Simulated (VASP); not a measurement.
# Te2Mo (P6_3/mmc) in VASP: single point with PBE

Aim: the single point of Te2Mo with PBE.

Everything below comes from runs of VASP 6.6.1. Logs are shortened: lines on timing, memory, paths and dates and some standing lists are left out, and cuts for length are marked.

### 1 The cell of the first run

The structure is hexagonal, space group P6_3/mmc (No. 194). The conventional cell has a = 3.557 Å, b = 3.557 Å, c = 15.332 Å, α = 90.00°, β = 90.00°, γ = 120.00°. Te (site symmetry 3m) has 3 Mo at 2.74 Å and 7 Te at 3.56 to 3.62 Å within 3.7 Å. Within 3.6 Å of Mo (site symmetry -6m2) lie 6 Te at 2.74 Å and 6 Mo at 3.56 Å.

### 2 Single point, PBE

File INCAR:

```
SYSTEM = Te2Mo
ALGO = Normal ; EDIFF = 1E-7
ENCUT = 520 ; GGA = PE
ISIF = 2 ; ISMEAR = 0
LASPH = .TRUE. ; LCHARG = .FALSE.
LREAL = .FALSE. ; LWAVE = .FALSE.
NBANDS = 35 ; NELM = 80
PREC = Accurate ; SIGMA = 0.02
```

File KPOINTS:

```
k-points
0
G
  12 12 2
  0 0 0
```

File POSCAR:

```
Te2Mo
1.0
    3.5566632851      0.0000000000      0.0000000000
   -1.7783316425      3.0801607576      0.0000000000
    0.0000000000      0.0000000000     15.3316117498
Te Mo
4 2
Direct
    0.3333333333      0.6666666667      0.6320701805
    0.6666666667      0.3333333333      0.1320701805
    0.6666666667      0.3333333333      0.3679298195
    0.3333333333      0.6666666667      0.8679298195
    0.3333333333      0.6666666667      0.2500000000
    0.6666666667      0.3333333333      0.7500000000
```

Potentials or basis: VASP PAW PBE potentials, release 64 (Te, Mo_sv).

Launch:

```
> cat potpaw_PBE.64/Te/POTCAR potpaw_PBE.64/Mo_sv/POTCAR > POTCAR
> mpirun -np 1 vasp_std > vasp.out
```

OUTCAR:

```text
SYSTEM = Te2Mo
   EDIFF = 1E-7
   ENCUT = 520
   GGA = PE
   ISIF = 2
   ISMEAR = 0
   LASPH = .TRUE.
   LREAL = .FALSE.
   NELM = 80
   PREC = Accurate

 ion  position               nearest neighbor table
   1  0.333  0.667  0.632-   6 2.74   6 2.74   6 2.74   4 3.62
   2  0.667  0.333  0.132-   5 2.74   5 2.74   5 2.74   3 3.62
   3  0.667  0.333  0.368-   5 2.74   5 2.74   5 2.74   2 3.62
   4  0.333  0.667  0.868-   6 2.74   6 2.74   6 2.74   1 3.62
   5  0.333  0.667  0.250-   2 2.74   3 2.74   2 2.74   3 2.74   2 2.74   3 2.74
   6  0.667  0.333  0.750-   1 2.74   4 2.74   1 2.74   4 2.74   1 2.74   4 2.74

  LATTYP: Found a hexagonal cell.
 ALAT       =     3.5566632851
 C/A-ratio  =     4.3106728191

  Lattice vectors:

 A1 = (   3.5566632851,   0.0000000000,   0.0000000000)
 A2 = (  -1.7783316425,   3.0801607576,   0.0000000000)
 A3 = (   0.0000000000,   0.0000000000,  15.3316117498)

Analysis of symmetry for initial positions (statically):
=====================================================================
 Subroutine PRICEL returns:
 Original cell was already a primitive cell.

 Routine SETGRP: Setting up the symmetry group for a
 hexagonal supercell.

 Subroutine GETGRP returns: Found 24 space group operations
 (whereof 12 operations were pure point group operations)
 out of a pool of 24 trial point group operations.

The static configuration has the point symmetry D_3d.
 The point group associated with its full space group is D_6h.

Analysis of symmetry for dynamics (positions and initial velocities):
=====================================================================
 Subroutine PRICEL returns:
 Original cell was already a primitive cell.

 Routine SETGRP: Setting up the symmetry group for a
 hexagonal supercell.

 Subroutine GETGRP returns: Found 24 space group operations
 (whereof 12 operations were pure point group operations)
 out of a pool of 24 trial point group operations.

The dynamic configuration has the point symmetry D_3d.
 The point group associated with its full space group is D_6h.

 Subroutine INISYM returns: Found 24 space group operations
 (whereof 12 operations are pure point group operations),
 and found     1 'primitive' translations

----------------------------------------------------------------------------------------

                                     Primitive cell

  volume of cell :     167.9593

  direct lattice vectors                    reciprocal lattice vectors
     3.556663285  0.000000000  0.000000000     0.281162404  0.162329190  0.000000000
    -1.778331642  3.080160758  0.000000000     0.000000000  0.324658379  0.000000000
     0.000000000  0.000000000 15.331611750     0.000000000  0.000000000  0.065224715

  length of vectors
     3.556663285  3.556663285 15.331611750     0.324658379  0.324658379  0.065224715

  position of ions in fractional coordinates (direct lattice)
     0.333333333  0.666666667  0.632070181
     0.666666667  0.333333333  0.132070181
     0.666666667  0.333333333  0.367929819
     0.333333333  0.666666667  0.867929819
     0.333333333  0.666666667  0.250000000
     0.666666667  0.333333333  0.750000000

  ion indices of the primitive-cell ions
   primitive index   ion index
                 1           1
                 2           2
                 3           3
                 4           4
                 5           5
                 6           6

----------------------------------------------------------------------------------------

 KPOINTS: k-points

Automatic generation of k-mesh.
 Grid dimensions read from file:
 generate k-points for:   12   12    2

 Generating k-lattice:

  Cartesian coordinates                     Fractional coordinates (reciprocal lattice)
     0.023430200  0.013527432  0.000000000     0.083333333  0.000000000  0.000000000
     0.000000000  0.027054865  0.000000000     0.000000000  0.083333333  0.000000000
     0.000000000  0.000000000  0.032612357     0.000000000  0.000000000  0.500000000

  Length of vectors
     0.027054865  0.027054865  0.032612357

  Shift w.r.t. Gamma in fractional coordinates (k-lattice)
     0.000000000  0.000000000  0.000000000

 Subroutine IBZKPT returns following result:
 ===========================================

 Found     38 irreducible k-points:

 Following reciprocal coordinates:
            Coordinates               Weight
  0.000000  0.000000  0.000000      1.000000
  0.083333  0.000000  0.000000      6.000000
  0.166667  0.000000  0.000000      6.000000
  0.250000  0.000000  0.000000      6.000000
  0.333333  0.000000  0.000000      6.000000
  0.416667  0.000000  0.000000      6.000000
[... 16 lines left out ...]
  0.250000  0.000000  0.500000      6.000000
  0.333333  0.000000  0.500000      6.000000
 [... further k-points ...]
   k-points           NKPTS =     38   k-points in BZ     NKDIM =     38   number of bands    NBANDS=     35
   number of dos      NEDOS =    301   number of ions     NIONS =      6
   total plane-waves  NPLWV =  94080
   dimension x,y,z NGX =    28 NGY =   28 NGZ =  120
   dimension x,y,z NGXF=    56 NGYF=   56 NGZF=  240
   ions per type =               4   2
   NGX,Y,Z   is equivalent  to a cutoff of  13.09, 13.09, 13.01 a.u.
   NGXF,Y,Z  is equivalent  to a cutoff of  26.18, 26.18, 26.02 a.u.
 SYSTEM =  Te2Mo
   PREC   = accura    normal or accurate (medium, high low for compatibility)
   ISTART =      0    job   : 0-new  1-cont  2-samecut
   ICHARG =      2    charge: 1-file 2-atom 10-const
   ISPIN  =      1    spin polarized calculation?
   LNONCOLLINEAR =      F non collinear calculations
   LSORBIT =      F    spin-orbit coupling
   LASPH  =      T    aspherical Exc in radial PAW
   ENCUT  =  520.0 eV  38.22 Ry    6.18 a.u.   6.61  6.61 28.51*2*pi/ulx,y,z
   NELM   =     80;   NELMIN=  2; NELMDL= -5     # of ELM steps
   EDIFF  = 0.1E-06   stopping-criterion for ELM
   LREAL  =      F    real-space projection
   EDIFFG = 0.1E-05   stopping-criterion for IOM
   NSW    =      0    number of steps for IOM
   IBRION =     -1    ionic relax: 0-MD 1-quasi-New 2-CG
   NFREE  =      0    steps in history (QN), initial steepest desc. (CG)
   ISIF   =      2    stress and relaxation
   ISYM   =      2    0-nonsym 1-usesym 2-fastsym
   POTIM  = 0.5000    time-step for ionic-motion
   TEBEG  =    0.0;   TEEND  =   0.0 temperature during run
   PSTRESS=    0.0 pullay stress
   NELECT =      52.0000    total number of electrons
   NUPDOWN=      -1.0000    fix difference up-down
   EMIN   =  10.00;   EMAX   =-10.00  energy-range for DOS
   EFERMI =   0.00;   METHOD = LEGACY
   ISMEAR =     0;   SIGMA  =   0.02  broadening in eV -4-tet -1-fermi 0-gaus
   EFERMI_NEDOS =   21; number of points for ismear=-14 and -15
   IALGO  =     38    algorithm
   IMIX   =      4    mixing-type and parameters
     AMIX     =   0.40;   BMIX     =  1.00
     AMIX_MAG =   1.60;   BMIX_MAG =  1.00
  volume/ion in A,a.u.               =      27.99       188.91
  Fermi-wavevector in a.u.,A,eV,Ry     =   1.107494  2.092860 16.688123  1.226542
  Thomas-Fermi vector in A             =   2.244009
   LORBIT       =      0    0 simple, 1 ext, 2 COOP (PROOUT), +10 PAW based schemes
   GGA     = PE    functional components
   LHFCALC =     F    Hartree Fock is set to
   AEXX    =    0.0000 exact exchange contribution
   IVDW    =     0    specifies the selected vdW correction
   LEPSILON=     F    determine dielectric tensor
   LRPA    =     F    only Hartree local field effects (RPA)
 non-spin polarized calculation
 Gauss-broadening in eV      SIGMA  =   0.02
  energy-cutoff  :      520.00
  volume of cell :      167.96
 maximum number of plane-waves:      4581
 NGX is ok and might be reduce to    28
   NGX = 13   NGY = 13   NGZ = 57

 number of electron      52.0000000 magnetization

 Free energy of the ion-electron system (eV)
  ---------------------------------------------------
  ext. energy  EPLUGINS =         0.00000000
  ---------------------------------------------------
  free energy    TOTEN  =       -36.07543203 eV

  energy without entropy =      -36.07543203  energy(sigma->0) =      -36.07543203

 E-fermi :   6.8916     XC(G=0):  -9.7284

 val. band max:        6.6317652212   @ k =   0.3333   0.3333   0.0000
 cond. band min:       7.6519378477   @ k =   0.2500   0.1667   0.0000
 fundamental gap:      1.0201726265
 Fermi energy:         6.8916296663

 k-point     1 :       0.0000    0.0000    0.0000
  band No.  band energies     occupation
      1     -54.0995      2.00000
      2     -54.0995      2.00000
      3     -28.2443      2.00000
      4     -28.2443      2.00000
      5     -28.1421      2.00000
      6     -28.1421      2.00000
[... 27 lines left out ...]
     34       9.9387      0.00000
     35      11.7475      0.00000

 k-point     2 :       0.0833    0.0000    0.0000
  band No.  band energies     occupation
      1     -54.0990      2.00000
      2     -54.0990      2.00000
      3     -28.2426      2.00000
      4     -28.2426      2.00000
      5     -28.1498      2.00000
      6     -28.1498      2.00000
[... 27 lines left out ...]
     34       9.7439      0.00000
     35      12.0844      0.00000

 k-point     3 :       0.1667    0.0000    0.0000
  band No.  band energies     occupation
      1     -54.0974      2.00000
      2     -54.0974      2.00000
      3     -28.2380      2.00000
      4     -28.2380      2.00000
      5     -28.1708      2.00000
      6     -28.1708      2.00000
[... 27 lines left out ...]
     34       9.9416      0.00000
     35      12.3638      0.00000
[... 723 lines left out ...]
 k-point    23 :       0.2500    0.0000    0.5000
  band No.  band energies     occupation
      1     -54.0954      2.00000
      2     -54.0954      2.00000
      3     -28.2318      2.00000
      4     -28.2318      2.00000
      5     -28.1994      2.00000
      6     -28.1994      2.00000
[... 27 lines left out ...]
     34      10.0587      0.00000
     35      12.8362      0.00000

 k-point    24 :       0.3333    0.0000    0.5000
  band No.  band energies     occupation
      1     -54.0933      2.00000
      2     -54.0933      2.00000
      3     -28.2278      2.00000
      4     -28.2278      2.00000
      5     -28.2255      2.00000
      6     -28.2255      2.00000
[... 27 lines left out ...]
     34      10.1618      0.00000
     35      12.0651      0.00000

 [... further k-points ...]

------------------------ aborting loop because EDIFF is reached ----------------------------------------

  FORCE on cell =-STRESS in cart. coord.  units (eV):
  Direction    XX          YY          ZZ          XY          YZ          ZX
  --------------------------------------------------------------------------------------
  -------------------------------------------------------------------------------------
  Total       -0.0143921     -0.0143921      0.0785936     -0.0000000     -0.0000000      0.0000000
  in kB       -0.1372871     -0.1372871      0.7497108     -0.0000000     -0.0000000      0.0000000
  external PRESSURE =       0.1583789 kB  Pullay stress =       0.0000000 kB

 VOLUME and BASIS-vectors are now :
 -----------------------------------------------------------------------------
  energy-cutoff  :      520.00
  volume of cell :      167.96
      direct lattice vectors                 reciprocal lattice vectors
     3.556663285  0.000000000  0.000000000     0.281162404  0.162329190  0.000000000
    -1.778331642  3.080160758  0.000000000     0.000000000  0.324658379  0.000000000
     0.000000000  0.000000000 15.331611750     0.000000000  0.000000000  0.065224715

 POSITION                                       TOTAL-FORCE (eV/Angst)
 -----------------------------------------------------------------------------------
     -0.00000      2.05344      9.69065        -0.000000      0.000000     -0.012969
      1.77833      1.02672      2.02485        -0.000000     -0.000000     -0.012969
      1.77833      1.02672      5.64096        -0.000000     -0.000000      0.012969
     -0.00000      2.05344     13.30676        -0.000000      0.000000      0.012969
     -0.00000      2.05344      3.83290        -0.000000      0.000000      0.000000
      1.77833      1.02672     11.49871         0.000000     -0.000000      0.000000
 -----------------------------------------------------------------------------------
    total drift:                                0.000000     -0.000000      0.000000

  FREE ENERGIE OF THE ION-ELECTRON SYSTEM (eV)
  ---------------------------------------------------
  free  energy   TOTEN  =       -36.0754320310 eV

  energy  without entropy=      -36.0754320310  energy(sigma->0) =      -36.07543203
```

Run time: 10 min. Hardware: 1 thread of AMD EPYC 7R13, shared host; peak memory 0.38 GiB.

Results:

* Free energy: -36.0754 eV
* Pressure: 0.0 GPa
* Largest force: 0.013 eV/Å
* Band gap on the k mesh: 1.02 eV (least direct gap 1.03 eV)

Forces in eV/Å, atoms in the order of the input:
```
Te   0.000  0.000 -0.013
Te   0.000  0.000 -0.013
Te   0.000  0.000  0.013
Te   0.000  0.000  0.013
Mo   0.000  0.000  0.000
Mo   0.000  0.000  0.000
```

Caveat: spin-orbit coupling is left out, which moves the levels of the heavy elements; this functional lacks dispersion, which binds the layers, so the pressure and a relaxed spacing across them are unreliable. A k mesh can miss the band edges.
